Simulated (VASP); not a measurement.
# Si (I4_1/amd) in VASP: notebook, part 2 of 2

VASP 6.6.1. The steps go on from the part before.

### 3 Single point, PBE (7.68 Å³/atom)

Input file INCAR:

```
SYSTEM = Si
PREC = Accurate ; ENCUT = 520
EDIFF = 1E-7 ; ISMEAR = -1
SIGMA = 0.1 ; LREAL = .FALSE.
LASPH = .TRUE. ; NELM = 60
ALGO = Normal ; ISIF = 2
LWAVE = .FALSE. ; LCHARG = .FALSE.
GGA = PE ; NBANDS = 11
```

Input file KPOINTS:

```
Automatic mesh
0
G
  18 18 18
  0 0 0
```

Input file POSCAR:

```
Si
1.0
   -1.9333378070      1.9333378070      1.0271645835
    1.9333378070     -1.9333378070      1.0271645835
    1.9333378070      1.9333378070     -1.0271645835
Si
2
Direct
   -0.3750000000     -0.1250000000     -0.2500000000
    0.3750000000      0.1250000000      0.2500000000
```

Potentials or basis: VASP PAW PBE potentials, release 64 (Si).

Run with:

```bash
cat potpaw_PBE.64/Si/POTCAR > POTCAR
mpirun -np 1 vasp_std > vasp.out
```

OUTCAR:

```text
SYSTEM = Si
   PREC = Accurate
   ENCUT = 520
   EDIFF = 1E-7
   ISMEAR = -1
   LREAL = .FALSE.
   LASPH = .TRUE.
   NELM = 60
   ISIF = 2
   GGA = PE

 ion  position               nearest neighbor table
   1  0.625  0.875  0.750-   2 2.00   2 2.00   2 2.00   2 2.00   2 2.47   2 2.47   2 2.47   2 2.47

   2  0.375  0.125  0.250-   1 2.00   1 2.00   1 2.00   1 2.00   1 2.47   1 2.47   1 2.47   1 2.47

  LATTYP: Found a body centered tetragonal cell.
 ALAT       =     3.8666756140
 C/A-ratio  =     0.5312907966

  Lattice vectors:

 A1 = (  -1.9333378070,   1.9333378070,   1.0271645835)
 A2 = (   1.9333378070,  -1.9333378070,   1.0271645835)
 A3 = (   1.9333378070,   1.9333378070,  -1.0271645835)

Analysis of symmetry for initial positions (statically):
=====================================================================
 Subroutine PRICEL returns:
 Original cell was already a primitive cell.

 Routine SETGRP: Setting up the symmetry group for a
 body centered tetragonal supercell.

 Subroutine GETGRP returns: Found 16 space group operations
[... 177 lines left out ...]
      2      16.2215      2.00000
      3      16.2215      2.00000
      4      17.8260      2.00000
      5      20.0179      1.93505
      6      29.1431      0.00000
      7      32.2964      0.00000
      8      36.2920      0.00000
      9      36.2920      0.00000
     10      39.8682      0.00000
     11      39.8717      0.00000
[... 309 lines left out ...]
 k-point    24 :      -0.2222    0.0556   -0.0000
  band No.  band energies     occupation
      1       0.7743      2.00000
      2      13.7154      2.00000
      3      15.6931      2.00000
      4      21.6365      0.00001
      5      23.1078      0.00000
      6      26.3380      0.00000
      7      27.7534      0.00000
      8      30.4822      0.00000
      9      32.0823      0.00000
     10      35.6517      0.00000
     11      37.0717      0.00000

 [... further k-points ...]

------------------------ aborting loop because EDIFF is reached ----------------------------------------

  FORCE on cell =-STRESS in cart. coord.  units (eV):
  Direction    XX          YY          ZZ          XY          YZ          ZX
  --------------------------------------------------------------------------------------
  -------------------------------------------------------------------------------------
  Total       29.2449661     29.2449661     29.1937212     -0.0000000     -0.0000000      0.0000000
  in kB     3051.0279679   3051.0279679   3045.6817607     -0.0000000     -0.0000000      0.0000000
  external PRESSURE =    3049.2458988 kB  Pullay stress =       0.0000000 kB

 VOLUME and BASIS-vectors are now :
 -----------------------------------------------------------------------------
  energy-cutoff  :      520.00
  volume of cell :       15.36
      direct lattice vectors                 reciprocal lattice vectors
    -1.933337807  1.933337807  1.027164584     0.000000000  0.258620091  0.486776908
     1.933337807 -1.933337807  1.027164584     0.258620091  0.000000000  0.486776908
     1.933337807  1.933337807 -1.027164584     0.258620091  0.258620091  0.000000000

 POSITION                                       TOTAL-FORCE (eV/Angst)
 -----------------------------------------------------------------------------------
      1.93334      0.96667      0.77037        -0.000000     -0.000000      0.000000
      0.00000      0.96667      0.25679         0.000000      0.000000     -0.000000
 -----------------------------------------------------------------------------------
    total drift:                                0.000000      0.000000     -0.000000

  FREE ENERGIE OF THE ION-ELECTRON SYSTEM (eV)
  ---------------------------------------------------
  free  energy   TOTEN  =        -2.0318896996 eV

  energy  without entropy=       -2.0110129957  energy(sigma->0) =       -2.02145135
```

OSZICAR:

```text
N       E                     dE             d eps       ncg     rms          rms(c)
DAV:   1     0.146531822264E+02    0.14653E+02   -0.39269E+03 10656   0.655E+02
DAV:   2    -0.193383008538E+01   -0.16587E+02   -0.15979E+02 13763   0.101E+02
DAV:   3    -0.227151356379E+01   -0.33768E+00   -0.33538E+00 13457   0.112E+01
DAV:   4    -0.227209553010E+01   -0.58197E-03   -0.58192E-03 12488   0.569E-01
DAV:   5    -0.227209631263E+01   -0.78253E-06   -0.78495E-06 13181   0.191E-02    0.128E+01
DAV:   6    -0.211722710944E+01    0.15487E+00   -0.70810E-03 12397   0.563E-01    0.754E+00
DAV:   7    -0.203204538335E+01    0.85182E-01   -0.13358E-02 12537   0.820E-01    0.408E-01
DAV:   8    -0.203196038063E+01    0.85003E-04   -0.30429E-04 12454   0.114E-01    0.183E-01
DAV:   9    -0.203188979632E+01    0.70584E-04   -0.16835E-05 13037   0.317E-02    0.301E-02
DAV:  10    -0.203188917574E+01    0.62058E-06   -0.86259E-07 12481   0.533E-03    0.627E-03
DAV:  11    -0.203188968836E+01   -0.51263E-06   -0.12837E-08  8160   0.800E-04    0.142E-03
DAV:  12    -0.203188969958E+01   -0.11215E-07   -0.67312E-10  6570   0.201E-04
   1 F= -.20318897E+01 E0= -.20214513E+01  d E =-.208767E-01
```

It took 26 s on 1 thread of Intel Xeon 6975P-C (Granite Rapids), shared host; peak memory 0.18 GiB.

Results:

```
Free energy            : -2.0319 eV
Pressure               : 304.9 GPa
Band gap on the k mesh : zero (bands 4 and 5 overlap by 8.62 eV)
```

Stress tensor (GPa, compression positive):
```
305.10   0.00   0.00
  0.00 305.10   0.00
  0.00   0.00 304.57
```

Caveat: the cell stands under pressure.

### 4 Single point, PBE

This run uses another cell than the first one, of 8.91 Å³/atom.

Input file INCAR:

```
SYSTEM = Si
PREC = Accurate ; ENCUT = 520
EDIFF = 1E-7 ; ISMEAR = -1
SIGMA = 0.1 ; LREAL = .False.
LASPH = .True. ; NELM = 80
ALGO = Normal ; ISIF = 2
LWAVE = .False. ; LCHARG = .False.
GGA = PE ; NBANDS = 11
```

Input file KPOINTS:

```
Automatic mesh
0
Gamma
  18 18 18
  0 0 0
```

Input file POSCAR:

```
Si
1.0
   -2.0291073370      2.0291073370      1.0816916341
    2.0291073370     -2.0291073370      1.0816916341
    2.0291073370      2.0291073370     -1.0816916341
Si
2
Direct
   -0.3750000000     -0.1250000000     -0.2500000000
    0.3750000000      0.1250000000      0.2500000000
```

Run with:

```bash
cat potpaw_PBE.64/Si/POTCAR > POTCAR
mpirun -np 1 vasp_std > vasp.out
```

Run time: 29 s. Hardware: 1 thread of Intel Xeon 6975P-C (Granite Rapids), shared host; peak memory 0.18 GiB.

The run converged. Its results:

```
Free energy            : -5.6663 eV
Pressure               : 180.5 GPa
Band gap on the k mesh : zero (bands 4 and 5 overlap by 8.58 eV)
```

Stress tensor (GPa, compression positive):
```
180.53   0.00   0.00
  0.00 180.53   0.00
  0.00   0.00 180.32
```

Levels at points of the mesh, in eV from the Fermi level:
```tsv
k point	band 1	band 2	band 3	band 4	band 5	band 6	band 7	band 8	band 9
(0.00, 0.00, 0.00)	-19.27	-3.88	-3.88	-1.47	-0.80	8.59	11.46	14.02	14.02
(0.50, 0.00, 0.00)	-10.11	-9.26	-2.77	-2.36	-1.14	-0.16	6.54	6.91	13.53
(0.50, 0.50, 0.00)	-14.94	-14.94	-0.22	-0.22	2.87	2.87	12.39	12.39	14.48
(0.50, 0.50, 0.50)	-10.91	-10.91	-10.60	-10.60	8.68	8.68	19.27	19.27	19.52
```

Caveat: the cell stands under pressure.

### 5 Single point, PBE

This run uses another cell than the first one, of 10.44 Å³/atom.

Input file INCAR:

```
  PREC = Accurate
  ENCUT = 520
  EDIFF = 1E-6
  ISMEAR = -1
  SIGMA = 0.1
  LREAL = False
  LASPH = True
  NELM = 100
  ALGO = Normal
  ISIF = 2
  LWAVE = False
  LCHARG = False
  GGA = PE
  NBANDS = 11
```

Input file KPOINTS:

```
Automatic mesh
0
Gamma
  18 18 18
```

Input file POSCAR:

```
Si
1.0
   -2.1359731918      2.1359731918      1.1444658474
    2.1359731918     -2.1359731918      1.1444658474
    2.1359731918      2.1359731918     -1.1444658474
Si
2
Direct
   -0.3750000000     -0.1250000000     -0.2500000000
    0.3750000000      0.1250000000      0.2500000000
```

Run with:

```bash
cat potpaw_PBE.64/Si/POTCAR > POTCAR
mpirun -np 1 vasp_std > vasp.out
```

Run time: 26 s. Hardware: 1 thread of Intel Xeon 6975P-C (Granite Rapids), shared host; peak memory 0.19 GiB.

The run converged. Its results:

| Property | Result |
| --- | --- |
| Free energy | -8.2117 eV |
| Pressure | 93.9 GPa |
| Band gap on the k mesh | zero (bands 4 and 5 overlap by 8.38 eV) |

Stress tensor (GPa, compression positive):
```
93.82  0.00  0.00
 0.00 93.82  0.00
 0.00  0.00 94.07
```

Levels at points of the mesh, in eV from the Fermi level:
```csv
k point,band 1,band 2,band 3,band 4,band 5,band 6,band 7,band 8
"(0.00, 0.00, 0.00)",-17.48,-3.53,-3.53,-1.25,-0.45,8.38,11.01,12.21
"(0.50, 0.00, 0.00)",-9.01,-8.64,-2.71,-2.18,-0.61,-0.35,6.17,6.23
"(0.50, 0.50, 0.00)",-13.57,-13.57,-0.11,-0.11,2.75,2.75,11.53,11.53
"(0.50, 0.50, 0.50)",-9.91,-9.91,-9.59,-9.59,7.89,7.89,17.45,17.45
```

Caveat: the cell stands under pressure.

### 6 Single point, PBE

This run uses another cell than the first one, of 11.98 Å³/atom.

Input file INCAR:

```
PREC = Accurate ; ENCUT = 520
EDIFF = 1E-6 ; ISMEAR = -1
SIGMA = 0.1 ; LREAL = F
LASPH = T ; NELM = 60
ALGO = Normal ; ISIF = 2
LWAVE = F ; LCHARG = F
GGA = PE ; NBANDS = 11
```

KPOINTS is that of step 5.

Input file POSCAR:

```
Si
1.0
   -2.2310926582      2.2310926582      1.2032196290
    2.2310926582     -2.2310926582      1.2032196290
    2.2310926582      2.2310926582     -1.2032196290
Si
2
Direct
   -0.3750000000     -0.1250000000     -0.2500000000
    0.3750000000      0.1250000000      0.2500000000
```

Potentials or basis: VASP PAW PBE potentials, release 64 (Si).

Run with:

```bash
cat potpaw_PBE.64/Si/POTCAR > POTCAR
mpirun -np 1 vasp_std > vasp.out
```

It took 53 s on 1 thread of Intel Xeon 6975P-C (Granite Rapids), shared host; peak memory 0.22 GiB.

Results (log left out):

```
Free energy            : -9.5077 eV
Pressure               : 45.7 GPa
Band gap on the k mesh : zero (bands 4 and 5 overlap by 7.81 eV)
```

Stress tensor (GPa, compression positive):
```
45.68  0.00  0.00
 0.00 45.68  0.00
 0.00  0.00 45.79
```

Levels at points of the mesh, in eV from the Fermi level:
```tsv
k point	band 2	band 3	band 4	band 5	band 6	band 7
(0.00, 0.00, 0.00)	-3.18	-3.18	-1.59	0.35	8.18	10.67
(0.50, 0.00, 0.00)	-8.11	-2.56	-2.00	-0.96	0.26	5.56
(0.50, 0.50, 0.00)	-12.44	0.02	0.02	2.66	2.66	10.84
(0.50, 0.50, 0.50)	-9.31	-8.51	-8.51	7.20	7.20	15.94
```

Caveat: the cell stands under pressure.

### 7 Overview

| cell | gap on the mesh (eV) | pressure (GPa) |
| --- | --- | --- |
| a = 2.921 Å, angles 97.1, 97.1, 138.8°, 2 atoms | none | 304.9 |
| a = 3.067 Å, angles 97.1, 97.1, 138.7°, 2 atoms | none | 180.5 |
| a = 3.230 Å, angles 97.2, 97.2, 138.5°, 2 atoms | none | 93.9 |
| a = 3.377 Å, angles 97.3, 97.3, 138.3°, 2 atoms | none | 45.7 |

Alike in all rows: task single point; level PBE; potentials or basis VASP PAW PBE potentials, release 64 (Si); no spin polarisation; k mesh 18 × 18 × 18; cutoff (eV) 520; smearing fermi-dirac 0.1 eV.

Caveats: the cell stands under pressure.

Absolute energies hang on the potentials; compare differences alone.
